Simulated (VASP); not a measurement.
# Re (P6_3/mmc) in VASP: notebook

Runs on Re. Level: LDA. Tasks: single point.

All numbers are computed with VASP 6.6.1; they aren't measurements. Logs are shortened: lines on timing, memory, paths and dates and some standing lists are left out, and cuts for length are marked.

## Step 1: The cell of the first run

Symmetry: P6_3/mmc, No. 194, hexagonal system. The conventional cell has a = 2.739 Å, b = 2.739 Å, c = 4.412 Å, α = 90.00°, β = 90.00°, γ = 120.00°. Re (site symmetry -6m2) has 12 Re at 2.71 to 2.74 Å within 3.6 Å.

## Step 2: Single point, LDA

Contents of INCAR:

```
SYSTEM = Re
PREC = Accurate ; ENCUT = 560
EDIFF = 1E-6 ; ISMEAR = -1
SIGMA = 0.1 ; LREAL = .False.
LASPH = .True. ; NELM = 120
ALGO = Normal ; ISIF = 2
LWAVE = .False. ; LCHARG = .False.
GGA = CA ; NBANDS = 22
GGA_COMPAT = .False.
```

Contents of KPOINTS:

```
regular mesh
0
Gamma
  13 13 7
  0 0 0
```

Contents of POSCAR:

```
Re
1.0
    2.7391880258      0.0000000000      0.0000000000
   -1.3695940129      2.3722064161      0.0000000000
    0.0000000000      0.0000000000      4.4118668232
Re
2
Direct
    0.3333333333      0.6666666667      0.2500000000
    0.6666666667      0.3333333333      0.7500000000
```

Potentials or basis: VASP PAW LDA potentials, release 64 (Re_sv_GW).

The run is started by

```console
> cat potpaw_LDA.64/Re_sv_GW/POTCAR > POTCAR
> mpirun -np 1 vasp_std > vasp.out
```

OUTCAR:

```text
SYSTEM = Re
   PREC = Accurate
   ENCUT = 560
   EDIFF = 1E-6
   ISMEAR = -1
   LREAL = .False.
   LASPH = .True.
   NELM = 120
   ISIF = 2
   GGA = CA

 ion  position               nearest neighbor table
   1  0.333  0.667  0.250-   2 2.71   2 2.71   2 2.71   2 2.71   2 2.71   2 2.71
   2  0.667  0.333  0.750-   1 2.71   1 2.71   1 2.71   1 2.71   1 2.71   1 2.71

  LATTYP: Found a hexagonal cell.
 ALAT       =     2.7391880258
 C/A-ratio  =     1.6106476743

  Lattice vectors:

 A1 = (   2.7391880258,   0.0000000000,   0.0000000000)
 A2 = (  -1.3695940129,   2.3722064161,   0.0000000000)
 A3 = (   0.0000000000,   0.0000000000,   4.4118668232)

Analysis of symmetry for initial positions (statically):
=====================================================================
 Subroutine PRICEL returns:
 Original cell was already a primitive cell.

 Routine SETGRP: Setting up the symmetry group for a
 hexagonal supercell.

 Subroutine GETGRP returns: Found 24 space group operations
 (whereof 12 operations were pure point group operations)
 out of a pool of 24 trial point group operations.

The static configuration has the point symmetry D_3d.
 The point group associated with its full space group is D_6h.

Analysis of symmetry for dynamics (positions and initial velocities):
=====================================================================
 Subroutine PRICEL returns:
 Original cell was already a primitive cell.

 Routine SETGRP: Setting up the symmetry group for a
 hexagonal supercell.

 Subroutine GETGRP returns: Found 24 space group operations
 (whereof 12 operations were pure point group operations)
 out of a pool of 24 trial point group operations.

The dynamic configuration has the point symmetry D_3d.
 The point group associated with its full space group is D_6h.

 Subroutine INISYM returns: Found 24 space group operations
 (whereof 12 operations are pure point group operations),
 and found     1 'primitive' translations

----------------------------------------------------------------------------------------

                                     Primitive cell

  volume of cell :      28.6680

  direct lattice vectors                    reciprocal lattice vectors
     2.739188026  0.000000000  0.000000000     0.365071689  0.210774238  0.000000000
    -1.369594013  2.372206416  0.000000000     0.000000000  0.421548476  0.000000000
     0.000000000  0.000000000  4.411866823     0.000000000  0.000000000  0.226661420

  length of vectors
     2.739188026  2.739188026  4.411866823     0.421548476  0.421548476  0.226661420

  position of ions in fractional coordinates (direct lattice)
     0.333333333  0.666666667  0.250000000
     0.666666667  0.333333333  0.750000000

  ion indices of the primitive-cell ions
   primitive index   ion index
                 1           1
                 2           2

----------------------------------------------------------------------------------------

 KPOINTS: regular mesh

Automatic generation of k-mesh.
 Grid dimensions read from file:
 generate k-points for:   13   13    7

 Generating k-lattice:

  Cartesian coordinates                     Fractional coordinates (reciprocal lattice)
     0.028082438  0.016213403  0.000000000     0.076923077  0.000000000  0.000000000
     0.000000000  0.032426806  0.000000000     0.000000000  0.076923077  0.000000000
     0.000000000  0.000000000  0.032380203     0.000000000  0.000000000  0.142857143

  Length of vectors
     0.032426806  0.032426806  0.032380203

  Shift w.r.t. Gamma in fractional coordinates (k-lattice)
     0.000000000  0.000000000  0.000000000

 Subroutine IBZKPT returns following result:
 ===========================================

 Found     84 irreducible k-points:

 Following reciprocal coordinates:
            Coordinates               Weight
  0.000000  0.000000  0.000000      1.000000
  0.076923 -0.000000  0.000000      6.000000
  0.153846  0.000000  0.000000      6.000000
  0.230769 -0.000000  0.000000      6.000000
  0.307692  0.000000  0.000000      6.000000
  0.384615 -0.000000  0.000000      6.000000
[... 16 lines left out ...]
  0.076923 -0.000000  0.142857     12.000000
  0.153846  0.000000  0.142857     12.000000
 [... further k-points ...]
   k-points           NKPTS =     84   k-points in BZ     NKDIM =     84   number of bands    NBANDS=     22
   number of dos      NEDOS =    301   number of ions     NIONS =      2
   total plane-waves  NPLWV =  20736
   dimension x,y,z NGX =    24 NGY =   24 NGZ =   36
   dimension x,y,z NGXF=    48 NGYF=   48 NGZF=   72
   ions per type =               2
   NGX,Y,Z   is equivalent  to a cutoff of  14.57, 14.57, 13.57 a.u.
   NGXF,Y,Z  is equivalent  to a cutoff of  29.13, 29.13, 27.13 a.u.
 SYSTEM =  Re
   PREC   = accura    normal or accurate (medium, high low for compatibility)
   ISTART =      0    job   : 0-new  1-cont  2-samecut
   ICHARG =      2    charge: 1-file 2-atom 10-const
   ISPIN  =      1    spin polarized calculation?
   LNONCOLLINEAR =      F non collinear calculations
   LSORBIT =      F    spin-orbit coupling
   LASPH  =      T    aspherical Exc in radial PAW
   ENCUT  =  560.0 eV  41.16 Ry    6.42 a.u.   5.29  5.29  8.51*2*pi/ulx,y,z
   NELM   =    120;   NELMIN=  2; NELMDL= -5     # of ELM steps
   EDIFF  = 0.1E-05   stopping-criterion for ELM
   LREAL  =      F    real-space projection
   EDIFFG = 0.1E-04   stopping-criterion for IOM
   NSW    =      0    number of steps for IOM
   IBRION =     -1    ionic relax: 0-MD 1-quasi-New 2-CG
   NFREE  =      0    steps in history (QN), initial steepest desc. (CG)
   ISIF   =      2    stress and relaxation
   ISYM   =      2    0-nonsym 1-usesym 2-fastsym
   POTIM  = 0.5000    time-step for ionic-motion
   TEBEG  =    0.0;   TEEND  =   0.0 temperature during run
   PSTRESS=    0.0 pullay stress
   NELECT =      30.0000    total number of electrons
   NUPDOWN=      -1.0000    fix difference up-down
   EMIN   =  10.00;   EMAX   =-10.00  energy-range for DOS
   EFERMI =   0.00;   METHOD = LEGACY
   ISMEAR =    -1;   SIGMA  =   0.10  broadening in eV -4-tet -1-fermi 0-gaus
   EFERMI_NEDOS =   21; number of points for ismear=-14 and -15
   IALGO  =     38    algorithm
   IMIX   =      4    mixing-type and parameters
     AMIX     =   0.40;   BMIX     =  1.00
     AMIX_MAG =   1.60;   BMIX_MAG =  1.00
  volume/ion in A,a.u.               =      14.33        96.73
  Fermi-wavevector in a.u.,A,eV,Ry     =   1.662071  3.140860 37.585841  2.762481
  Thomas-Fermi vector in A             =   2.749025
   LORBIT       =      0    0 simple, 1 ext, 2 COOP (PROOUT), +10 PAW based schemes
   GGA     = CA    functional components
   LHFCALC =     F    Hartree Fock is set to
   AEXX    =    0.0000 exact exchange contribution
   IVDW    =     0    specifies the selected vdW correction
   LEPSILON=     F    determine dielectric tensor
   LRPA    =     F    only Hartree local field effects (RPA)
 non-spin polarized calculation
  energy-cutoff  :      560.00
  volume of cell :       28.67
 maximum number of plane-waves:       874
 NGX is ok and might be reduce to    24
   NGX = 11   NGY = 11   NGZ = 17

 number of electron      30.0000002 magnetization

 Free energy of the ion-electron system (eV)
  ---------------------------------------------------
  ext. energy  EPLUGINS =         0.00000000
  ---------------------------------------------------
  free energy    TOTEN  =       -30.78430173 eV

  energy without entropy =      -30.73413611  energy(sigma->0) =      -30.75921892

 E-fermi :  13.2454     XC(G=0): -14.5762

 val. band max:       13.2417082984   @ k =   0.3846   0.0769   0.4286
 cond. band min:      13.2697357588   @ k =   0.3846   0.1538   0.2857
 fundamental gap:      0.0280274604
 Fermi energy:        13.2453511909

 k-point     1 :       0.0000    0.0000    0.0000
  band No.  band energies     occupation
      1     -66.1892      2.00000
      2     -66.0463      2.00000
      3     -28.9725      2.00000
      4     -27.8063      2.00000
      5     -27.8063      2.00000
      6     -27.6100      2.00000
[... 14 lines left out ...]
     21      23.5806      0.00000
     22      26.7667      0.00000

 k-point     2 :       0.0769   -0.0000    0.0000
  band No.  band energies     occupation
      1     -66.1828      2.00000
      2     -66.0435      2.00000
      3     -28.9475      2.00000
      4     -27.8654      2.00000
      5     -27.8255      2.00000
      6     -27.6714      2.00000
[... 14 lines left out ...]
     21      23.5870      0.00000
     22      27.3295      0.00000

 k-point     3 :       0.1538    0.0000    0.0000
  band No.  band energies     occupation
      1     -66.1640      2.00000
      2     -66.0354      2.00000
      3     -28.8751      2.00000
      4     -28.0266      2.00000
      5     -27.8766      2.00000
      6     -27.8367      2.00000
[... 14 lines left out ...]
     21      23.4767      0.00000
     22      28.7701      0.00000

 k-point     4 :       0.2308   -0.0000    0.0000
  band No.  band energies     occupation
      1     -66.1368      2.00000
      2     -66.0249      2.00000
      3     -28.7641      2.00000
      4     -28.2526      2.00000
      5     -28.0604      2.00000
      6     -27.9454      2.00000
[... 14 lines left out ...]
     21      23.1389      0.00000
     22      29.1443      0.00000

 k-point     5 :       0.3077    0.0000    0.0000
  band No.  band energies     occupation
      1     -66.1059      2.00000
      2     -66.0155      2.00000
      3     -28.6284      2.00000
      4     -28.4903      2.00000
      5     -28.2881      2.00000
      6     -28.0157      2.00000
[... 417 lines left out ...]
 k-point    22 :       0.0000    0.0000    0.1429
  band No.  band energies     occupation
      1     -66.1824      2.00000
      2     -66.0534      2.00000
      3     -28.9082      2.00000
      4     -27.7966      2.00000
      5     -27.7966      2.00000
      6     -27.6537      2.00000
[... 14 lines left out ...]
     21      24.5888      0.00000
     22      26.2804      0.00000

 k-point    23 :       0.0769   -0.0000    0.1429
  band No.  band energies     occupation
      1     -66.1760      2.00000
      2     -66.0504      2.00000
      3     -28.8862      2.00000
      4     -27.8543      2.00000
      5     -27.8154      2.00000
      6     -27.7168      2.00000
[... 14 lines left out ...]
     21      24.6114      0.00000
     22      26.8299      0.00000

 k-point    24 :       0.1538    0.0000    0.1429
  band No.  band energies     occupation
      1     -66.1578      2.00000
      2     -66.0418      2.00000
      3     -28.8242      2.00000
      4     -28.0105      2.00000
      5     -27.8811      2.00000
      6     -27.8653      2.00000
[... 14 lines left out ...]
     21      24.5564      0.00000
     22      28.2631      0.00000

 [... further k-points ...]

------------------------ aborting loop because EDIFF is reached ----------------------------------------

  FORCE on cell =-STRESS in cart. coord.  units (eV):
  Direction    XX          YY          ZZ          XY          YZ          ZX
  --------------------------------------------------------------------------------------
  -------------------------------------------------------------------------------------
  Total       -0.0021360     -0.0021360     -0.0147062     -0.0000000      0.0000000      0.0000000
  in kB       -0.1193747     -0.1193747     -0.8218932     -0.0000000      0.0000000      0.0000000
  external PRESSURE =      -0.3535475 kB  Pullay stress =       0.0000000 kB

 VOLUME and BASIS-vectors are now :
 -----------------------------------------------------------------------------
  energy-cutoff  :      560.00
  volume of cell :       28.67
      direct lattice vectors                 reciprocal lattice vectors
     2.739188026  0.000000000  0.000000000     0.365071689  0.210774238  0.000000000
    -1.369594013  2.372206416  0.000000000     0.000000000  0.421548476  0.000000000
     0.000000000  0.000000000  4.411866823     0.000000000  0.000000000  0.226661420

 POSITION                                       TOTAL-FORCE (eV/Angst)
 -----------------------------------------------------------------------------------
     -0.00000      1.58147      1.10297         0.000000     -0.000000      0.000000
      1.36959      0.79074      3.30890        -0.000000      0.000000      0.000000
 -----------------------------------------------------------------------------------
    total drift:                               -0.000000      0.000000     -0.000000

  FREE ENERGIE OF THE ION-ELECTRON SYSTEM (eV)
  ---------------------------------------------------
  free  energy   TOTEN  =       -30.7843017289 eV

  energy  without entropy=      -30.7341361067  energy(sigma->0) =      -30.75921892
```

Run time: 44 s. Hardware: 1 thread of AMD EPYC 7R13 (Zen 3), shared host; peak memory 0.15 GiB.

What came out:

| Property | Result |
| --- | --- |
| Free energy | -30.7843 eV |
| Pressure | 0.0 GPa |
| Band gap on the k mesh | zero (bands 15 and 16 overlap by 3.05 eV) |

Caveat: spin-orbit coupling is left out, which moves the levels of the heavy elements.

## Step 3: Single point, LDA

Contents of INCAR:

```
SYSTEM = Re
PREC     = Accurate       ! precision mode
ENCUT    = 560            ! plane-wave cutoff, eV
EDIFF    = 1E-6           ! SCF threshold, eV
ISMEAR   = -1             ! smearing method
SIGMA    = 0.1            ! smearing width, eV
LREAL    = .FALSE.        ! projectors in reciprocal space
LASPH    = .TRUE.         ! aspherical terms in the spheres
NELM     = 120            ! most SCF steps
ALGO     = Normal         ! electronic algorithm
ISIF     = 2              ! what is computed and relaxed
LWAVE    = .FALSE.        ! write WAVECAR
LCHARG   = .FALSE.        ! write CHGCAR
NBANDS   = 22             ! bands
GGA_COMPAT= .FALSE.
```

Contents of KPOINTS:

```
regular mesh
0
G
  6 6 4
  0 0 0
```

POSCAR is that of step 2.

Potentials or basis: VASP PAW LDA potentials, release 64 (Re_sv_GW).

The run is started by

```console
> cat potpaw_LDA.64/Re_sv_GW/POTCAR > POTCAR
> mpirun -np 1 vasp_std > vasp.out
```

Wall time 17 s (1 thread of Intel Xeon Platinum 8375C at 2.90GHz (Ice Lake), shared host); peak memory 0.14 GiB.

Results (log left out):

```
Free energy            : -30.7810 eV
Pressure               : 0.9 GPa
Band gap on the k mesh : zero (bands 15 and 16 overlap by 3.08 eV)
```

Stress tensor (GPa, compression positive):
```
-0.07  0.00  0.00
 0.00 -0.07  0.00
 0.00  0.00  2.80
```

Levels at points of the mesh, in eV from the Fermi level:
```csv
k point,band 12,band 13,band 14,band 15,band 16,band 17,band 18,band 19
"(0.00, 0.00, 0.00)",-1.64,-1.60,-0.76,-0.76,0.17,0.17,0.88,3.49
"(0.50, 0.00, 0.00)",-2.03,-1.61,-1.34,-0.55,4.13,4.60,4.70,6.37
"(0.00, 0.00, 0.50)",-2.38,-1.77,-1.77,-1.77,-1.77,2.66,2.66,2.66
"(0.50, 0.00, 0.50)",-4.20,0.40,0.40,1.10,1.10,4.47,4.47,5.02
```

Caveat: the k points lie up to 0.44 Å⁻¹ apart, too coarse for converged energies and pressures of a metal; spin-orbit coupling is left out, which moves the levels of the heavy elements.

## Step 4: Single point, LDA

Contents of INCAR:

```
  PREC = Accurate
  ENCUT = 560
  EDIFF = 1E-6
  ISMEAR = 1
  SIGMA = 0.01
  LREAL = False
  LASPH = True
  NELM = 120
  ALGO = Normal
  ISIF = 2
  LWAVE = False
  LCHARG = False
  GGA = CA
  NBANDS = 22
  GGA_COMPAT = False
```

Contents of KPOINTS:

```
regular mesh
0
Gamma
  13 13 7
```

POSCAR is that of step 3.

The run is started by

```console
> cat potpaw_LDA.64/Re_sv_GW/POTCAR > POTCAR
> mpirun -np 1 vasp_std > vasp.out
```

It took 19 s on 1 thread of Intel Xeon 6975P-C (Granite Rapids), shared host; peak memory 0.18 GiB.

Results (log left out):

```
Free energy            : -30.7601 eV
Pressure               : -0.4 GPa
Band gap on the k mesh : zero (bands 15 and 16 overlap by 3.05 eV)
```

Stress tensor (GPa, compression positive):
```
-0.18  0.00  0.00
 0.00 -0.18  0.00
 0.00  0.00 -0.71
```

Levels at points of the mesh, in eV from the Fermi level:
```
           k point  band 11  band 12  band 13  band 14  band 15  band 16  band 17  band 18  band 19  band 20
(0.00, 0.00, 0.00)    -1.66    -1.66    -1.63    -0.79    -0.79     0.15     0.15     0.85     3.47     3.47
```

Caveat: spin-orbit coupling is left out, which moves the levels of the heavy elements.

## Step 5: Single point, LDA

Contents of INCAR:

```
PREC     = Accurate       # precision mode
ENCUT    = 560            # plane-wave cutoff, eV
EDIFF    = 1E-6           # SCF threshold, eV
ISMEAR   = -1             # smearing method
SIGMA    = 0.1            # smearing width, eV
LREAL    = F              # projectors in reciprocal space
LASPH    = T              # aspherical terms in the spheres
NELM     = 120            # most SCF steps
ALGO     = Normal         # electronic algorithm
ISIF     = 2              # what is computed and relaxed
LWAVE    = F              # write WAVECAR
LCHARG   = F              # write CHGCAR
NBANDS   = 22             # bands
GGA_COMPAT= F
```

Contents of KPOINTS:

```
Automatic mesh
0
Gamma
  5 5 3
```

POSCAR is that of step 4.

The run is started by

```console
> cat potpaw_LDA.64/Re_sv_GW/POTCAR > POTCAR
> mpirun -np 1 vasp_std > vasp.out
```

Wall time 4.5 s (1 thread of Intel Xeon 6975P-C (Granite Rapids), shared host); peak memory 0.14 GiB.

It converged, with:

| Property | Result |
| --- | --- |
| Free energy | -30.8528 eV |
| Pressure | -2.1 GPa |
| Band gap on the k mesh | zero (bands 15 and 16 overlap by 2.11 eV) |

Stress tensor (GPa, compression positive):
```
 0.21  0.00  0.00
 0.00  0.21  0.00
 0.00  0.00 -6.71
```

Levels at points of the mesh, in eV from the Fermi level:
| k point | band 13 | band 14 | band 15 | band 16 | band 17 | band 18 |
| --- | --- | --- | --- | --- | --- | --- |
| (0.00, 0.00, 0.00) | -1.62 | -0.80 | -0.80 | 0.16 | 0.16 | 0.83 |

Caveat: the k points lie up to 0.53 Å⁻¹ apart, too coarse for converged energies and pressures of a metal; spin-orbit coupling is left out, which moves the levels of the heavy elements.

## Step 6: Single point, LDA

Contents of INCAR:

```
SYSTEM = Re
  PREC = Accurate
  ENCUT = 560
  EDIFF = 1E-6
  ISMEAR = 1
  SIGMA = 0.6
  LREAL = .False.
  LASPH = .True.
  NELM = 120
  ALGO = Normal
  ISIF = 2
  LWAVE = .False.
  LCHARG = .False.
  GGA = CA
  NBANDS = 22
  GGA_COMPAT = .False.
```

Contents of KPOINTS:

```
Automatic mesh
0
Gamma
  13 13 7
  0 0 0
```

POSCAR is that of step 5.

Potentials or basis: VASP PAW LDA potentials, release 64 (Re_sv_GW).

The run is started by

```console
> cat potpaw_LDA.64/Re_sv_GW/POTCAR > POTCAR
> mpirun -np 1 vasp_std > vasp.out
```

It took 41 s on 1 thread of Intel Xeon Platinum 8488C (Sapphire Rapids), shared host; peak memory 0.18 GiB.

The run converged. Its results:

- Free energy: -30.7503 eV
- Pressure: -0.2 GPa
- Band gap on the k mesh: zero (bands 15 and 16 overlap by 3.05 eV)

Levels at points of the mesh, in eV from the Fermi level:
| k point | band 11 | band 12 | band 13 | band 14 | band 15 | band 16 | band 17 | band 18 | band 19 | band 20 |
| --- | --- | --- | --- | --- | --- | --- | --- | --- | --- | --- |
| (0.00, 0.00, 0.00) | -1.67 | -1.67 | -1.63 | -0.79 | -0.79 | 0.14 | 0.14 | 0.85 | 3.47 | 3.47 |

Caveat: so wide a smearing shifts energies and pressures; spin-orbit coupling is left out, which moves the levels of the heavy elements.

## Step 7: Summary

| k mesh | smearing | gap on the mesh (eV) | pressure (GPa) |
| --- | --- | --- | --- |
| 13 × 13 × 7 | fermi-dirac 0.1 eV | none | 0.0 |
| 6 × 6 × 4 | fermi-dirac 0.1 eV | none | 0.9 |
| 13 × 13 × 7 | methfessel-paxton 0.01 eV | none | -0.4 |
| 5 × 5 × 3 | fermi-dirac 0.1 eV | none | -2.1 |
| 13 × 13 × 7 | methfessel-paxton 0.6 eV | none | -0.2 |

Alike in all rows: task single point; level LDA; potentials or basis VASP PAW LDA potentials, release 64 (Re_sv_GW); no spin polarisation; cell as given; cutoff (eV) 560.

Caveats: some runs use coarse meshes; spin-orbit coupling is left out, which moves the levels of the heavy elements; so wide a smearing shifts energies and pressures (at least some runs).

Absolute energies hang on the potentials; compare differences alone.

The gap in the log of VASP goes by the Fermi energy; the results here count the filled bands.